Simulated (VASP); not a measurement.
# YHSe (P-6m2) in VASP: notebook

Runs on YHSe. Level: LDA. Tasks: single point.

Everything below comes from runs of VASP 6.6.1. Logs are shortened: lines on timing, memory, paths and dates and some standing lists are left out, and cuts for length are marked.

## 1. The cell of the first run

Symmetry: P-6m2, No. 187, hexagonal system. The conventional cell has a = 3.841 Å, b = 3.841 Å, c = 3.916 Å, α = 90.00°, β = 90.00°, γ = 120.00°. Within 3.0 Å of Y (site symmetry -6m2) lie 3 H at 2.22 Å and 6 Se at 2.96 Å. Within 3.0 Å of H (site symmetry -6m2) lie 3 Y at 2.22 Å and 6 Se at 2.96 Å. Within 4.0 Å of Se (site symmetry -6m2) lie 6 H at 2.96 Å and 6 Y at 2.96 Å and 8 Se at 3.84 to 3.92 Å.

## 2. Single point, LDA

The input, INCAR:

```
SYSTEM = YHSe
PREC = Accurate
ENCUT = 520
EDIFF = 1E-6
ISMEAR = 0
SIGMA = 0.01
LREAL = .FALSE.
LASPH = .TRUE.
NELM = 100
ALGO = Normal
ISIF = 2
LWAVE = .FALSE.
LCHARG = .FALSE.
NBANDS = 16
```

The input, KPOINTS:

```
regular mesh
0
G
  6 6 6
  0 0 0
```

The input, POSCAR:

```
YHSe
1.0
    3.8409313400      0.0000000000      0.0000000000
   -1.9204656700      3.3263441100      0.0000000000
    0.0000000000      0.0000000000      3.9155495600
Y H Se
1 1 1
Direct
    0.0000000000      0.0000000000      0.0000000000
    0.3333333296      0.6666666697      0.0000000000
    0.6666666704      0.3333333303      0.5000000000
```

Potentials or basis: VASP PAW LDA potentials, release 64 (Y_sv, H, Se).

Started as:

```
$ cat potpaw_LDA.64/Y_sv/POTCAR potpaw_LDA.64/H/POTCAR potpaw_LDA.64/Se/POTCAR > POTCAR
$ mpirun -np 1 vasp_std > vasp.out
```

OUTCAR:

```text
SYSTEM = YHSe
   PREC = Accurate
   ENCUT = 520
   EDIFF = 1E-6
   ISMEAR = 0
   LREAL = .FALSE.
   LASPH = .TRUE.
   NELM = 100
   ISIF = 2

 ion  position               nearest neighbor table
   1  0.000  0.000  0.000-   2 2.22   2 2.22   2 2.22   3 2.96   3 2.96   3 2.96   3 2.96   3 2.96
                             3 2.96
   2  0.333  0.667  0.000-   1 2.22   1 2.22   1 2.22
   3  0.667  0.333  0.500-   1 2.96   1 2.96   1 2.96   1 2.96   1 2.96   1 2.96

  LATTYP: Found a hexagonal cell.
 ALAT       =     3.8409313400
 C/A-ratio  =     1.0194271163

  Lattice vectors:

 A1 = (   3.8409313400,   0.0000000000,   0.0000000000)
 A2 = (  -1.9204656700,   3.3263441100,   0.0000000000)
 A3 = (   0.0000000000,   0.0000000000,   3.9155495600)

Analysis of symmetry for initial positions (statically):
=====================================================================
 Subroutine PRICEL returns:
 Original cell was already a primitive cell.

 Routine SETGRP: Setting up the symmetry group for a
 hexagonal supercell.

 Subroutine GETGRP returns: Found 12 space group operations
 (whereof 12 operations were pure point group operations)
 out of a pool of 24 trial point group operations.

The static configuration has the point symmetry D_3h.

Analysis of symmetry for dynamics (positions and initial velocities):
=====================================================================
 Subroutine PRICEL returns:
 Original cell was already a primitive cell.

 Routine SETGRP: Setting up the symmetry group for a
 hexagonal supercell.

 Subroutine GETGRP returns: Found 12 space group operations
 (whereof 12 operations were pure point group operations)
 out of a pool of 24 trial point group operations.

The dynamic configuration has the point symmetry D_3h.

 Subroutine INISYM returns: Found 12 space group operations
 (whereof 12 operations are pure point group operations),
 and found     1 'primitive' translations

----------------------------------------------------------------------------------------

                                     Primitive cell

  volume of cell :      50.0261

  direct lattice vectors                    reciprocal lattice vectors
     3.840931340  0.000000000  0.000000000     0.260353521  0.150315176  0.000000000
    -1.920465670  3.326344110  0.000000000     0.000000000  0.300630352  0.000000000
     0.000000000  0.000000000  3.915549560     0.000000000  0.000000000  0.255391992

  length of vectors
[... 87 lines left out ...]
   NSW    =      0    number of steps for IOM
   IBRION =     -1    ionic relax: 0-MD 1-quasi-New 2-CG
   NFREE  =      0    steps in history (QN), initial steepest desc. (CG)
   ISIF   =      2    stress and relaxation
   ISYM   =      2    0-nonsym 1-usesym 2-fastsym
   POTIM  = 0.5000    time-step for ionic-motion
   TEBEG  =    0.0;   TEEND  =   0.0 temperature during run
   PSTRESS=    0.0 pullay stress
   NELECT =      18.0000    total number of electrons
   NUPDOWN=      -1.0000    fix difference up-down
   EMIN   =  10.00;   EMAX   =-10.00  energy-range for DOS
   EFERMI =   0.00;   METHOD = LEGACY
   ISMEAR =     0;   SIGMA  =   0.01  broadening in eV -4-tet -1-fermi 0-gaus
   EFERMI_NEDOS =   21; number of points for ismear=-14 and -15
   IALGO  =     38    algorithm
   IMIX   =      4    mixing-type and parameters
     AMIX     =   0.40;   BMIX     =  1.00
     AMIX_MAG =   1.60;   BMIX_MAG =  1.00
  volume/ion in A,a.u.               =      16.68       112.53
  Fermi-wavevector in a.u.,A,eV,Ry     =   1.164395  2.200387 18.446980  1.355815
  Thomas-Fermi vector in A             =   2.300933
   LORBIT       =      0    0 simple, 1 ext, 2 COOP (PROOUT), +10 PAW based schemes
   GGA     = CA    functional components
   LHFCALC =     F    Hartree Fock is set to
   AEXX    =    0.0000 exact exchange contribution
   IVDW    =     0    specifies the selected vdW correction
   LEPSILON=     F    determine dielectric tensor
   LRPA    =     F    only Hartree local field effects (RPA)
 non-spin polarized calculation
 Gauss-broadening in eV      SIGMA  =   0.01
  energy-cutoff  :      520.00
  volume of cell :       50.03
 maximum number of plane-waves:      1365
 NGX is ok and might be reduce to    30
   NGX = 15   NGY = 15   NGZ = 15

 number of electron      18.0000000 magnetization

 Free energy of the ion-electron system (eV)
  ---------------------------------------------------
  ext. energy  EPLUGINS =         0.00000000
  ---------------------------------------------------
  free energy    TOTEN  =       -19.23981558 eV

  energy without entropy =      -19.23981558  energy(sigma->0) =      -19.23981558

 E-fermi :   4.0597     XC(G=0): -10.5214

 val. band max:        3.9141626821   @ k =   0.0000   0.0000   0.5000
 cond. band min:       5.2753808172   @ k =   0.0000   0.0000   0.0000
 fundamental gap:      1.3612181351
 Fermi energy:         4.0596592656

 k-point     1 :       0.0000    0.0000    0.0000
  band No.  band energies     occupation
      1     -37.9887      2.00000
      2     -18.1036      2.00000
      3     -18.0060      2.00000
      4     -18.0060      2.00000
      5      -9.2854      2.00000
      6       0.3385      2.00000
[... 433 lines left out ...]
      3     -18.2138      2.00000
      4     -18.0361      2.00000
      5      -8.3654      2.00000
      6      -0.7659      2.00000
[... 8 lines left out ...]
     15      11.4856      0.00000
     16      11.6546      0.00000

 [... further k-points ...]

------------------------ aborting loop because EDIFF is reached ----------------------------------------

  FORCE on cell =-STRESS in cart. coord.  units (eV):
  Direction    XX          YY          ZZ          XY          YZ          ZX
  --------------------------------------------------------------------------------------
  -------------------------------------------------------------------------------------
  Total       -1.6451249     -1.6451249     -1.8729855      0.0000000     -0.0000000      0.0000000
  in kB      -52.6881585    -52.6881584    -59.9858126      0.0000000     -0.0000000      0.0000000
  external PRESSURE =     -55.1207098 kB  Pullay stress =       0.0000000 kB

 VOLUME and BASIS-vectors are now :
 -----------------------------------------------------------------------------
  energy-cutoff  :      520.00
  volume of cell :       50.03
      direct lattice vectors                 reciprocal lattice vectors
     3.840931340  0.000000000  0.000000000     0.260353521  0.150315176  0.000000000
    -1.920465670  3.326344110  0.000000000     0.000000000  0.300630352  0.000000000
     0.000000000  0.000000000  3.915549560     0.000000000  0.000000000  0.255391992

 POSITION                                       TOTAL-FORCE (eV/Angst)
 -----------------------------------------------------------------------------------
      0.00000      0.00000      0.00000        -0.000000      0.000000      0.000000
     -0.00000      2.21756      0.00000         0.000000      0.000000      0.000000
      1.92047      1.10878      1.95777        -0.000000     -0.000000      0.000000
 -----------------------------------------------------------------------------------
    total drift:                               -0.000007      0.000004      0.000000

  FREE ENERGIE OF THE ION-ELECTRON SYSTEM (eV)
  ---------------------------------------------------
  free  energy   TOTEN  =       -19.2398155843 eV

  energy  without entropy=      -19.2398155843  energy(sigma->0) =      -19.23981558
```

It took 19 s on 1 thread of Intel Xeon Platinum 8259CL at 2.50GHz (Skylake/Cascade Lake), shared host; peak memory 0.18 GiB.

What came out:

* Free energy: -19.2398 eV
* Pressure: -5.5 GPa
* Band gap on the k mesh: 1.36 eV (least direct gap 1.73 eV)

Stress tensor (GPa, compression positive):
```
-5.27  0.00  0.00
 0.00 -5.27  0.00
 0.00  0.00 -6.00
```

Caveat: the cell stands under tension.

## 3. Single point, LDA

The input, INCAR:

```
SYSTEM = YHSe
ALGO = Normal ; EDIFF = 1E-6
ENCUT = 520 ; GGA = CA
ISIF = 2 ; ISMEAR = 0
LASPH = .True. ; LCHARG = .False.
LREAL = .False. ; LWAVE = .False.
NBANDS = 16 ; NELM = 60
PREC = Accurate ; SIGMA = 0.01
```

The input, KPOINTS:

```
k-points
0
Gamma
  6 6 6
  0 0 0
```

POSCAR is that of step 2.

Potentials or basis: VASP PAW LDA potentials, release 64 (Y_sv, H, Se).

Started as:

```
$ cat potpaw_LDA.64/Y_sv/POTCAR potpaw_LDA.64/H/POTCAR potpaw_LDA.64/Se/POTCAR > POTCAR
$ mpirun -np 1 vasp_std > vasp.out
```

OUTCAR:

```text
SYSTEM = YHSe
   EDIFF = 1E-6
   ENCUT = 520
   GGA = CA
   ISIF = 2
   ISMEAR = 0
   LASPH = .True.
   LREAL = .False.
   NELM = 60
   PREC = Accurate

 ion  position               nearest neighbor table
   1  0.000  0.000  0.000-   2 2.22   2 2.22   2 2.22   3 2.96   3 2.96   3 2.96   3 2.96   3 2.96
                             3 2.96
   2  0.333  0.667  0.000-   1 2.22   1 2.22   1 2.22
   3  0.667  0.333  0.500-   1 2.96   1 2.96   1 2.96   1 2.96   1 2.96   1 2.96

  LATTYP: Found a hexagonal cell.
 ALAT       =     3.8409313400
 C/A-ratio  =     1.0194271163

  Lattice vectors:

 A1 = (   3.8409313400,   0.0000000000,   0.0000000000)
 A2 = (  -1.9204656700,   3.3263441100,   0.0000000000)
 A3 = (   0.0000000000,   0.0000000000,   3.9155495600)

Analysis of symmetry for initial positions (statically):
=====================================================================
 Subroutine PRICEL returns:
 Original cell was already a primitive cell.

 Routine SETGRP: Setting up the symmetry group for a
 hexagonal supercell.

 Subroutine GETGRP returns: Found 12 space group operations
 (whereof 12 operations were pure point group operations)
 out of a pool of 24 trial point group operations.

The static configuration has the point symmetry D_3h.

Analysis of symmetry for dynamics (positions and initial velocities):
=====================================================================
 Subroutine PRICEL returns:
 Original cell was already a primitive cell.

 Routine SETGRP: Setting up the symmetry group for a
 hexagonal supercell.

 Subroutine GETGRP returns: Found 12 space group operations
 (whereof 12 operations were pure point group operations)
 out of a pool of 24 trial point group operations.

The dynamic configuration has the point symmetry D_3h.

 Subroutine INISYM returns: Found 12 space group operations
 (whereof 12 operations are pure point group operations),
 and found     1 'primitive' translations

----------------------------------------------------------------------------------------

                                     Primitive cell

  volume of cell :      50.0261

  direct lattice vectors                    reciprocal lattice vectors
     3.840931340  0.000000000  0.000000000     0.260353521  0.150315176  0.000000000
    -1.920465670  3.326344110  0.000000000     0.000000000  0.300630352  0.000000000
     0.000000000  0.000000000  3.915549560     0.000000000  0.000000000  0.255391992

  length of vectors
     3.840931340  3.840931336  3.915549560     0.300630351  0.300630352  0.255391992

  position of ions in fractional coordinates (direct lattice)
     0.000000000  0.000000000  0.000000000
     0.333333330  0.666666670  0.000000000
     0.666666670  0.333333330  0.500000000

  ion indices of the primitive-cell ions
   primitive index   ion index
                 1           1
                 2           2
                 3           3

----------------------------------------------------------------------------------------

 KPOINTS: k-points

Automatic generation of k-mesh.
 Grid dimensions read from file:
 generate k-points for:    6    6    6

 Generating k-lattice:

  Cartesian coordinates                     Fractional coordinates (reciprocal lattice)
     0.043392254  0.025052529  0.000000000     0.166666667  0.000000000  0.000000000
     0.000000000  0.050105059  0.000000000     0.000000000  0.166666667  0.000000000
     0.000000000  0.000000000  0.042565332     0.000000000  0.000000000  0.166666667

  Length of vectors
     0.050105059  0.050105059  0.042565332

  Shift w.r.t. Gamma in fractional coordinates (k-lattice)
     0.000000000  0.000000000  0.000000000

 Subroutine IBZKPT returns following result:
 ===========================================

 Found     28 irreducible k-points:

 Following reciprocal coordinates:
            Coordinates               Weight
  0.000000  0.000000  0.000000      1.000000
  0.166667  0.000000  0.000000      6.000000
  0.333333  0.000000  0.000000      6.000000
  0.500000  0.000000  0.000000      3.000000
  0.166667  0.166667  0.000000      6.000000
  0.333333  0.166667  0.000000     12.000000
[... 16 lines left out ...]
  0.166667  0.000000  0.500000      6.000000
  0.333333  0.000000  0.500000      6.000000
 [... further k-points ...]
   k-points           NKPTS =     28   k-points in BZ     NKDIM =     28   number of bands    NBANDS=     16
   number of dos      NEDOS =    301   number of ions     NIONS =      3
   total plane-waves  NPLWV =  27000
   dimension x,y,z NGX =    30 NGY =   30 NGZ =   30
   dimension x,y,z NGXF=    60 NGYF=   60 NGZF=   60
   ions per type =               1   1   1
   NGX,Y,Z   is equivalent  to a cutoff of  12.98, 12.98, 12.74 a.u.
   NGXF,Y,Z  is equivalent  to a cutoff of  25.97, 25.97, 25.47 a.u.
 SYSTEM =  YHSe
   PREC   = accura    normal or accurate (medium, high low for compatibility)
   ISTART =      0    job   : 0-new  1-cont  2-samecut
   ICHARG =      2    charge: 1-file 2-atom 10-const
   ISPIN  =      1    spin polarized calculation?
   LNONCOLLINEAR =      F non collinear calculations
   LSORBIT =      F    spin-orbit coupling
   LASPH  =      T    aspherical Exc in radial PAW
   ENCUT  =  520.0 eV  38.22 Ry    6.18 a.u.   7.14  7.14  7.28*2*pi/ulx,y,z
   NELM   =     60;   NELMIN=  2; NELMDL= -5     # of ELM steps
   EDIFF  = 0.1E-05   stopping-criterion for ELM
   LREAL  =      F    real-space projection
   EDIFFG = 0.1E-04   stopping-criterion for IOM
   NSW    =      0    number of steps for IOM
   IBRION =     -1    ionic relax: 0-MD 1-quasi-New 2-CG
   NFREE  =      0    steps in history (QN), initial steepest desc. (CG)
   ISIF   =      2    stress and relaxation
   ISYM   =      2    0-nonsym 1-usesym 2-fastsym
   POTIM  = 0.5000    time-step for ionic-motion
   TEBEG  =    0.0;   TEEND  =   0.0 temperature during run
   PSTRESS=    0.0 pullay stress
   NELECT =      18.0000    total number of electrons
   NUPDOWN=      -1.0000    fix difference up-down
   EMIN   =  10.00;   EMAX   =-10.00  energy-range for DOS
   EFERMI =   0.00;   METHOD = LEGACY
   ISMEAR =     0;   SIGMA  =   0.01  broadening in eV -4-tet -1-fermi 0-gaus
   EFERMI_NEDOS =   21; number of points for ismear=-14 and -15
   IALGO  =     38    algorithm
   IMIX   =      4    mixing-type and parameters
     AMIX     =   0.40;   BMIX     =  1.00
     AMIX_MAG =   1.60;   BMIX_MAG =  1.00
  volume/ion in A,a.u.               =      16.68       112.53
  Fermi-wavevector in a.u.,A,eV,Ry     =   1.164395  2.200387 18.446980  1.355815
  Thomas-Fermi vector in A             =   2.300933
   LORBIT       =      0    0 simple, 1 ext, 2 COOP (PROOUT), +10 PAW based schemes
   GGA     = CA    functional components
   LHFCALC =     F    Hartree Fock is set to
   AEXX    =    0.0000 exact exchange contribution
   IVDW    =     0    specifies the selected vdW correction
   LEPSILON=     F    determine dielectric tensor
   LRPA    =     F    only Hartree local field effects (RPA)
 non-spin polarized calculation
 Gauss-broadening in eV      SIGMA  =   0.01
  energy-cutoff  :      520.00
  volume of cell :       50.03
 maximum number of plane-waves:      1365
 NGX is ok and might be reduce to    30
   NGX = 15   NGY = 15   NGZ = 15

 number of electron      18.0000000 magnetization

 Free energy of the ion-electron system (eV)
  ---------------------------------------------------
  ext. energy  EPLUGINS =         0.00000000
  ---------------------------------------------------
  free energy    TOTEN  =       -19.23981558 eV

  energy without entropy =      -19.23981558  energy(sigma->0) =      -19.23981558

 E-fermi :   4.0597     XC(G=0): -10.5214

 val. band max:        3.9141626821   @ k =   0.0000   0.0000   0.5000
 cond. band min:       5.2753808172   @ k =   0.0000   0.0000   0.0000
 fundamental gap:      1.3612181351
 Fermi energy:         4.0596592656

 k-point     1 :       0.0000    0.0000    0.0000
  band No.  band energies     occupation
      1     -37.9887      2.00000
      2     -18.1036      2.00000
      3     -18.0060      2.00000
      4     -18.0060      2.00000
      5      -9.2854      2.00000
      6       0.3385      2.00000
[... 433 lines left out ...]
      3     -18.2138      2.00000
      4     -18.0361      2.00000
      5      -8.3654      2.00000
      6      -0.7659      2.00000
[... 8 lines left out ...]
     15      11.4856      0.00000
     16      11.6546      0.00000

 [... further k-points ...]

------------------------ aborting loop because EDIFF is reached ----------------------------------------

  FORCE on cell =-STRESS in cart. coord.  units (eV):
  Direction    XX          YY          ZZ          XY          YZ          ZX
  --------------------------------------------------------------------------------------
  -------------------------------------------------------------------------------------
  Total       -1.6451249     -1.6451249     -1.8729855      0.0000000     -0.0000000      0.0000000
  in kB      -52.6881585    -52.6881584    -59.9858126      0.0000000     -0.0000000      0.0000000
  external PRESSURE =     -55.1207098 kB  Pullay stress =       0.0000000 kB

 VOLUME and BASIS-vectors are now :
 -----------------------------------------------------------------------------
  energy-cutoff  :      520.00
  volume of cell :       50.03
      direct lattice vectors                 reciprocal lattice vectors
     3.840931340  0.000000000  0.000000000     0.260353521  0.150315176  0.000000000
    -1.920465670  3.326344110  0.000000000     0.000000000  0.300630352  0.000000000
     0.000000000  0.000000000  3.915549560     0.000000000  0.000000000  0.255391992

 POSITION                                       TOTAL-FORCE (eV/Angst)
 -----------------------------------------------------------------------------------
      0.00000      0.00000      0.00000        -0.000000      0.000000      0.000000
     -0.00000      2.21756      0.00000         0.000000      0.000000      0.000000
      1.92047      1.10878      1.95777        -0.000000     -0.000000      0.000000
 -----------------------------------------------------------------------------------
    total drift:                               -0.000007      0.000004      0.000000

  FREE ENERGIE OF THE ION-ELECTRON SYSTEM (eV)
  ---------------------------------------------------
  free  energy   TOTEN  =       -19.2398155843 eV

  energy  without entropy=      -19.2398155843  energy(sigma->0) =      -19.23981558
```

Run time: 18 s. Hardware: 1 thread of Intel Xeon Platinum 8259CL at 2.50GHz (Skylake/Cascade Lake), shared host; peak memory 0.18 GiB.

What came out:

* Free energy: -19.2398 eV
* Pressure: -5.5 GPa
* Band gap on the k mesh: 1.36 eV (least direct gap 1.73 eV)

Stress tensor (GPa, compression positive):
```
-5.27  0.00  0.00
 0.00 -5.27  0.00
 0.00  0.00 -6.00
```

Caveat: the cell stands under tension. A k mesh can miss the band edges.
